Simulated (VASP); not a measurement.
# C (Fd-3m) in VASP: notebook

The runs below take C through single point, relaxation of cell and atoms, with PBE.

Program: VASP 6.6.1. These are calculated values, not measurements. Logs are shortened: lines on timing, memory, paths and dates and some standing lists are left out, and cuts for length are marked.

**1. The cell of the first run**

It takes space group Fd-3m (No. 227, cubic). Conventional cell: a = 3.567 Å, b = 3.567 Å, c = 3.567 Å, α = 90.00°, β = 90.00°, γ = 90.00°. Within 2.1 Å of C (site symmetry -43m) lie 4 C at 1.54 Å.

**2. Single point, PBE**

INCAR

```
SYSTEM = C
  PREC = Accurate
  ENCUT = 520
  EDIFF = 1E-7
  ISMEAR = 0
  SIGMA = 0.018000000000000002
  LREAL = .FALSE.
  LASPH = .TRUE.
  NELM = 100
  ALGO = Normal
  ISIF = 2
  LWAVE = .FALSE.
  LCHARG = .FALSE.
  GGA = PE
  NBANDS = 11
```

KPOINTS

```
Automatic mesh
0
G
  13 13 13
  0 0 0
```

POSCAR

```
C
1.0
    0.0000000000      1.7833700000      1.7833700000
    1.7833700000      0.0000000000      1.7833700000
    1.7833700000      1.7833700000      0.0000000000
C
2
Direct
    0.7500000000      0.7500000000      0.7500000000
    0.5000000000      0.5000000000      0.5000000000
```

Potentials or basis: VASP PAW PBE potentials, release 64 (C).

Launch:

```sh
$ cat potpaw_PBE.64/C/POTCAR > POTCAR
$ mpirun -np 1 vasp_std > vasp.out
```

OUTCAR:

```text
SYSTEM = C
   PREC = Accurate
   ENCUT = 520
   EDIFF = 1E-7
   ISMEAR = 0
   LREAL = .FALSE.
   LASPH = .TRUE.
   NELM = 100
   ISIF = 2
   GGA = PE

 ion  position               nearest neighbor table
   1  0.750  0.750  0.750-   2 1.54   2 1.54   2 1.54   2 1.54
   2  0.500  0.500  0.500-   1 1.54   1 1.54   1 1.54   1 1.54

  LATTYP: Found a face centered cubic cell.
 ALAT       =     3.5667400000

  Lattice vectors:

 A1 = (   0.0000000000,   1.7833700000,   1.7833700000)
 A2 = (   1.7833700000,   0.0000000000,   1.7833700000)
 A3 = (   1.7833700000,   1.7833700000,   0.0000000000)

Analysis of symmetry for initial positions (statically):
=====================================================================
 Subroutine PRICEL returns:
 Original cell was already a primitive cell.

 Routine SETGRP: Setting up the symmetry group for a
 face centered cubic supercell.

 Subroutine GETGRP returns: Found 48 space group operations
 (whereof 24 operations were pure point group operations)
 out of a pool of 48 trial point group operations.

The static configuration has the point symmetry T_d .
 The point group associated with its full space group is O_h .

Analysis of symmetry for dynamics (positions and initial velocities):
=====================================================================
 Subroutine PRICEL returns:
 Original cell was already a primitive cell.

 Routine SETGRP: Setting up the symmetry group for a
 face centered cubic supercell.

 Subroutine GETGRP returns: Found 48 space group operations
 (whereof 24 operations were pure point group operations)
 out of a pool of 48 trial point group operations.

The dynamic configuration has the point symmetry T_d .
 The point group associated with its full space group is O_h .

 Subroutine INISYM returns: Found 48 space group operations
 (whereof 24 operations are pure point group operations),
 and found     1 'primitive' translations

----------------------------------------------------------------------------------------

                                     Primitive cell

  volume of cell :      11.3437

  direct lattice vectors                    reciprocal lattice vectors
     0.000000000  1.783370000  1.783370000    -0.280368067  0.280368067  0.280368067
     1.783370000  0.000000000  1.783370000     0.280368067 -0.280368067  0.280368067
     1.783370000  1.783370000  0.000000000     0.280368067  0.280368067 -0.280368067

  length of vectors
     2.522066041  2.522066041  2.522066041     0.485611737  0.485611737  0.485611737

  position of ions in fractional coordinates (direct lattice)
     0.750000000  0.750000000  0.750000000
     0.500000000  0.500000000  0.500000000

  ion indices of the primitive-cell ions
   primitive index   ion index
                 1           1
                 2           2

----------------------------------------------------------------------------------------

 KPOINTS: Automatic mesh

Automatic generation of k-mesh.
 Grid dimensions read from file:
 generate k-points for:   13   13   13

 Generating k-lattice:

  Cartesian coordinates                     Fractional coordinates (reciprocal lattice)
    -0.021566774  0.021566774  0.021566774     0.076923077  0.000000000  0.000000000
     0.021566774 -0.021566774  0.021566774     0.000000000  0.076923077  0.000000000
     0.021566774  0.021566774 -0.021566774     0.000000000  0.000000000  0.076923077

  Length of vectors
     0.037354749  0.037354749  0.037354749

  Shift w.r.t. Gamma in fractional coordinates (k-lattice)
     0.000000000  0.000000000  0.000000000

 Subroutine IBZKPT returns following result:
 ===========================================

 Found     84 irreducible k-points:

 Following reciprocal coordinates:
            Coordinates               Weight
  0.000000  0.000000  0.000000      1.000000
  0.076923  0.000000  0.000000      8.000000
  0.153846  0.000000  0.000000      8.000000
  0.230769  0.000000  0.000000      8.000000
  0.307692  0.000000  0.000000      8.000000
  0.384615  0.000000  0.000000      8.000000
[... 16 lines left out ...]
  0.384615  0.153846  0.000000     24.000000
  0.461538  0.153846  0.000000     24.000000
 [... further k-points ...]
   k-points           NKPTS =     84   k-points in BZ     NKDIM =     84   number of bands    NBANDS=     11
   number of dos      NEDOS =    301   number of ions     NIONS =      2
   total plane-waves  NPLWV =   8000
   dimension x,y,z NGX =    20 NGY =   20 NGZ =   20
   dimension x,y,z NGXF=    40 NGYF=   40 NGZF=   40
   ions per type =               2
   NGX,Y,Z   is equivalent  to a cutoff of  13.18, 13.18, 13.18 a.u.
   NGXF,Y,Z  is equivalent  to a cutoff of  26.37, 26.37, 26.37 a.u.
 SYSTEM =  C
   PREC   = accura    normal or accurate (medium, high low for compatibility)
   ISTART =      0    job   : 0-new  1-cont  2-samecut
   ICHARG =      2    charge: 1-file 2-atom 10-const
   ISPIN  =      1    spin polarized calculation?
   LNONCOLLINEAR =      F non collinear calculations
   LSORBIT =      F    spin-orbit coupling
   LASPH  =      T    aspherical Exc in radial PAW
   ENCUT  =  520.0 eV  38.22 Ry    6.18 a.u.   4.69  4.69  4.69*2*pi/ulx,y,z
   NELM   =    100;   NELMIN=  2; NELMDL= -5     # of ELM steps
   EDIFF  = 0.1E-06   stopping-criterion for ELM
   LREAL  =      F    real-space projection
   EDIFFG = 0.1E-05   stopping-criterion for IOM
   NSW    =      0    number of steps for IOM
   IBRION =     -1    ionic relax: 0-MD 1-quasi-New 2-CG
   NFREE  =      0    steps in history (QN), initial steepest desc. (CG)
   ISIF   =      2    stress and relaxation
   ISYM   =      2    0-nonsym 1-usesym 2-fastsym
   POTIM  = 0.5000    time-step for ionic-motion
   TEBEG  =    0.0;   TEEND  =   0.0 temperature during run
   PSTRESS=    0.0 pullay stress
   NELECT =       8.0000    total number of electrons
   NUPDOWN=      -1.0000    fix difference up-down
   EMIN   =  10.00;   EMAX   =-10.00  energy-range for DOS
   EFERMI =   0.00;   METHOD = LEGACY
   ISMEAR =     0;   SIGMA  =   0.02  broadening in eV -4-tet -1-fermi 0-gaus
   EFERMI_NEDOS =   21; number of points for ismear=-14 and -15
   IALGO  =     38    algorithm
   IMIX   =      4    mixing-type and parameters
     AMIX     =   0.40;   BMIX     =  1.00
     AMIX_MAG =   1.60;   BMIX_MAG =  1.00
  volume/ion in A,a.u.               =       5.67        38.28
  Fermi-wavevector in a.u.,A,eV,Ry     =   1.457203  2.753714 28.891161  2.123440
  Thomas-Fermi vector in A             =   2.574032
   LORBIT       =      0    0 simple, 1 ext, 2 COOP (PROOUT), +10 PAW based schemes
   GGA     = PE    functional components
   LHFCALC =     F    Hartree Fock is set to
   AEXX    =    0.0000 exact exchange contribution
   IVDW    =     0    specifies the selected vdW correction
   LEPSILON=     F    determine dielectric tensor
   LRPA    =     F    only Hartree local field effects (RPA)
 non-spin polarized calculation
 Gauss-broadening in eV      SIGMA  =   0.02
  energy-cutoff  :      520.00
  volume of cell :       11.34
 maximum number of plane-waves:       322
   NGX =  9   NGY =  9   NGZ =  9

 number of electron       7.9999999 magnetization

 Free energy of the ion-electron system (eV)
  ---------------------------------------------------
  ext. energy  EPLUGINS =         0.00000000
  ---------------------------------------------------
  free energy    TOTEN  =       -18.18525573 eV

  energy without entropy =      -18.18525573  energy(sigma->0) =      -18.18525573

 E-fermi :   9.8941     XC(G=0): -13.2509

 val. band max:        9.7301062732   @ k =   0.0000   0.0000   0.0000
 cond. band min:      13.8718908172   @ k =   0.3846   0.3846   0.0000
 fundamental gap:      4.1417845440
 Fermi energy:         9.8941006822

 k-point     1 :       0.0000    0.0000    0.0000
  band No.  band energies     occupation
      1     -11.7473      2.00000
      2       9.7301      2.00000
      3       9.7301      2.00000
      4       9.7301      2.00000
      5      15.3200      0.00000
      6      15.3200      0.00000
      7      15.3200      0.00000
      8      23.0620      0.00000
      9      29.0239      0.00000
     10      36.2645      0.00000
     11      36.2645      0.00000

 k-point     2 :       0.0769    0.0000    0.0000
  band No.  band energies     occupation
      1     -11.5833      2.00000
      2       8.6648      2.00000
      3       9.4513      2.00000
      4       9.4513      2.00000
      5      15.6850      0.00000
      6      15.6850      0.00000
      7      15.9487      0.00000
      8      23.2029      0.00000
      9      29.3001      0.00000
     10      34.3031      0.00000
     11      34.3031      0.00000

 k-point     3 :       0.1538    0.0000    0.0000
  band No.  band energies     occupation
      1     -11.0932      2.00000
      2       6.3968      2.00000
      3       8.8227      2.00000
      4       8.8227      2.00000
      5      16.5125      0.00000
      6      16.5125      0.00000
      7      16.9738      0.00000
      8      23.6118      0.00000
      9      29.9143      0.00000
     10      32.7178      0.00000
     11      32.7178      0.00000

 k-point     4 :       0.2308    0.0000    0.0000
  band No.  band energies     occupation
      1     -10.2829      2.00000
      2       3.7968      2.00000
      3       8.1417      2.00000
      4       8.1417      2.00000
      5      17.3487      0.00000
      6      17.3487      0.00000
      7      17.7355      0.00000
      8      24.2082      0.00000
      9      30.3783      0.00000
     10      32.1086      0.00000
     11      32.1086      0.00000
[... 239 lines left out ...]
 k-point    22 :       0.3077    0.1538    0.0000
  band No.  band energies     occupation
      1      -9.3724      2.00000
      2       3.1492      2.00000
      3       6.1630      2.00000
      4       6.7617      2.00000
      5      15.6934      0.00000
      6      20.0814      0.00000
      7      20.1767      0.00000
      8      21.8253      0.00000
      9      30.3304      0.00000
     10      31.2994      0.00000
     11      36.3358      0.00000

 k-point    23 :       0.3846    0.1538    0.0000
  band No.  band energies     occupation
      1      -8.1692      2.00000
      2       0.7340      2.00000
      3       5.8672      2.00000
      4       5.9945      2.00000
      5      16.3807      0.00000
      6      20.4424      0.00000
      7      20.4561      0.00000
      8      22.3879      0.00000
      9      30.9593      0.00000
     10      31.6652      0.00000
     11      36.7103      0.00000

 k-point    24 :       0.4615    0.1538    0.0000
  band No.  band energies     occupation
      1      -6.7339      2.00000
      2      -1.5075      2.00000
      3       5.2987      2.00000
      4       5.8280      2.00000
      5      16.8132      0.00000
      6      20.3145      0.00000
      7      20.6233      0.00000
      8      23.6483      0.00000
      9      30.3377      0.00000
     10      33.0166      0.00000
     11      36.8014      0.00000

 [... further k-points ...]
[... 5 lines left out ...]
  --------------------------------------------------------------------------------------
  -------------------------------------------------------------------------------------
  Total        0.1740753      0.1740753      0.1740753      0.0000000      0.0000000     -0.0000000
  in kB       24.5863174     24.5863174     24.5863174      0.0000000      0.0000000     -0.0000000
  external PRESSURE =      24.5863174 kB  Pullay stress =       0.0000000 kB

 VOLUME and BASIS-vectors are now :
 -----------------------------------------------------------------------------
  energy-cutoff  :      520.00
  volume of cell :       11.34
      direct lattice vectors                 reciprocal lattice vectors
     0.000000000  1.783370000  1.783370000    -0.280368067  0.280368067  0.280368067
     1.783370000  0.000000000  1.783370000     0.280368067 -0.280368067  0.280368067
     1.783370000  1.783370000  0.000000000     0.280368067  0.280368067 -0.280368067

 POSITION                                       TOTAL-FORCE (eV/Angst)
 -----------------------------------------------------------------------------------
      2.67505      2.67505      2.67505         0.000000      0.000000      0.000000
      1.78337      1.78337      1.78337        -0.000000     -0.000000     -0.000000
 -----------------------------------------------------------------------------------
    total drift:                                0.000000     -0.000000      0.000000

  FREE ENERGIE OF THE ION-ELECTRON SYSTEM (eV)
  ---------------------------------------------------
  free  energy   TOTEN  =       -18.1852557281 eV

  energy  without entropy=      -18.1852557281  energy(sigma->0) =      -18.18525573
```

Run time: 8.3 s. Hardware: 1 thread of Intel Xeon Platinum 8375C at 2.90GHz (Ice Lake), shared host; peak memory 0.12 GiB.

What came out:

```yaml
Free_energy: -18.1853 eV
Pressure: 2.5 GPa
Band_gap_on_the_k_mesh: 4.14 eV, indirect (least direct gap 5.59 eV)
```

**3. Single point, PBE**

This run uses another cell than the first one, of 5.69 Å³/atom, 1.004 times its volume.

INCAR

```
ALGO = Normal ; EDIFF = 1E-6
ENCUT = 520 ; GGA = PE
ISIF = 2 ; ISMEAR = -1
LASPH = T ; LCHARG = F
LREAL = F ; LWAVE = F
NBANDS = 11 ; NELM = 60
PREC = Accurate ; SIGMA = 0.05
```

KPOINTS

```
k-points
0
Gamma
  13 13 13
```

POSCAR

```
C
1.0
    0.0000000000      1.7857475348      1.7857475348
    1.7857475348      0.0000000000      1.7857475348
    1.7857475348      1.7857475348      0.0000000000
C
2
Direct
    0.7500000000      0.7500000000      0.7500000000
    0.5000000000      0.5000000000      0.5000000000
```

Potentials or basis: VASP PAW PBE potentials, release 64 (C).

Launch:

```sh
$ cat potpaw_PBE.64/C/POTCAR > POTCAR
$ mpirun -np 1 vasp_std > vasp.out
```

Wall time 8.2 s (1 thread of Intel Xeon Platinum 8375C at 2.90GHz (Ice Lake), shared host); peak memory 0.12 GiB.

It converged, with:

```yaml
Free_energy: -18.1858 eV
Pressure: 0.7 GPa
Band_gap_on_the_k_mesh: 4.13 eV, indirect (least direct gap 5.58 eV)
```

Levels at points of the mesh, in eV from the valence-band top:
| k point | band 1 | band 2 | band 3 | band 4 | band 5 | band 6 | band 7 | band 8 | band 9 |
| --- | --- | --- | --- | --- | --- | --- | --- | --- | --- |
| (0.00, 0.00, 0.00) | -21.42 | 0.00 | 0.00 | 0.00 | 5.58 | 5.58 | 5.58 | 13.24 | 19.24 |

A k mesh can miss the band edges. A hybrid or GW would open this gap; PBE tends to underestimate it.

**4. Relaxation of cell and atoms, PBE**

INCAR

```
PREC     = Accurate       # precision mode
ENCUT    = 600            # plane-wave cutoff, eV
EDIFF    = 1E-7           # SCF threshold, eV
ISMEAR   = -1             # smearing method
SIGMA    = 0.05           # smearing width, eV
LREAL    = False          # projectors in reciprocal space
LASPH    = True           # aspherical terms in the spheres
NELM     = 100            # most SCF steps
ALGO     = Normal         # electronic algorithm
ISIF     = 3              # what is computed and relaxed
LWAVE    = False          # write WAVECAR
LCHARG   = False          # write CHGCAR
GGA      = PE             # functional
IBRION   = 2              # ionic algorithm
NSW      = 80             # ionic steps
EDIFFG   = -0.005         # ionic threshold
```

KPOINTS

```
regular mesh
0
Gamma
  13 13 13
```

POSCAR

```
C
1.0
    0.0000000000      1.7833700000      1.7833700000
    1.7833700000      0.0000000000      1.7833700000
    1.7833700000      1.7833700000      0.0000000000
C
2
Direct
    0.7500000000      0.7500000000      0.7500000000
    0.5000000000      0.5000000000      0.5000000000
```

Launch:

```sh
$ cat potpaw_PBE.64/C/POTCAR > POTCAR
$ mpirun -np 1 vasp_std > vasp.out
```

Wall time 13 s (1 thread of Intel Xeon Platinum 8375C at 2.90GHz (Ice Lake), shared host); peak memory 0.12 GiB.

Results (log left out):

```
Free energy                            : -18.1903 eV
Relaxed volume                         : 5.69 Å³/atom
Relaxed cell                           : a = 2.525 Å, b = 2.525 Å, c = 2.525 Å, α = 60.00°, β = 60.00°, γ = 60.00°
Space group after relaxing (to 0.05 Å) : Fd-3m (No. 227)
Energy gained by relaxing              : 0.1 meV/atom
Ionic steps                            : 3
Pressure after relaxing                : 0.0 GPa
Band gap on the k mesh                 : 4.13 eV, indirect (least direct gap 5.58 eV)
```

The path:
```
step  energy change (eV)  largest force (eV/Å)  pressure (GPa)  volume (Å³)
   1              0.0000                0.0000            1.78        11.34
   2              0.0001                0.0000           -2.15        11.45
   3             -0.0003                0.0000            0.01        11.39
```

Final structure:
```yaml
crystal:
  lattice:
    - [0.00000, 1.78579, 1.78579]
    - [1.78579, 0.00000, 1.78579]
    - [1.78579, 1.78579, 0.00000]
  atoms:
    - { symbol: C, position: [0.75000, 0.75000, 0.75000] }
    - { symbol: C, position: [0.50000, 0.50000, 0.50000] }
```

Levels at points of the mesh, in eV from the valence-band top:
```tsv
k point	band 1	band 2	band 3	band 4	band 5	band 6	band 7	band 8
(0.00, 0.00, 0.00)	-21.42	0.00	0.00	0.00	5.58	5.58	5.58	13.24
```

**5. Summary**

```tsv
task	cell	cutoff (eV)	smearing	gap on the mesh (eV)	pressure (GPa)
single point	a = 2.522 Å, angles 60.0°, 2 atoms	520	gaussian 0.018 eV	4.14	2.5
single point	a = 2.525 Å, angles 60.0°, 2 atoms	520	fermi-dirac 0.05 eV	4.13	0.7
relaxation of cell and atoms	relaxed from a = 2.522 Å, angles 60.0°, 2 atoms	600	fermi-dirac 0.05 eV	4.13	0.0
```

Alike in all rows: level PBE; potentials or basis VASP PAW PBE potentials, release 64 (C); no spin polarisation; k mesh 13 × 13 × 13.

Total energies depend on the potentials used, so only differences within one code and one set of settings carry meaning.

**6. How close it comes**

Step 4. The cell as given is a measured one (5.67 Å³/atom); PBE puts the equilibrium volume +0.4 % from it, thermal expansion not counted.
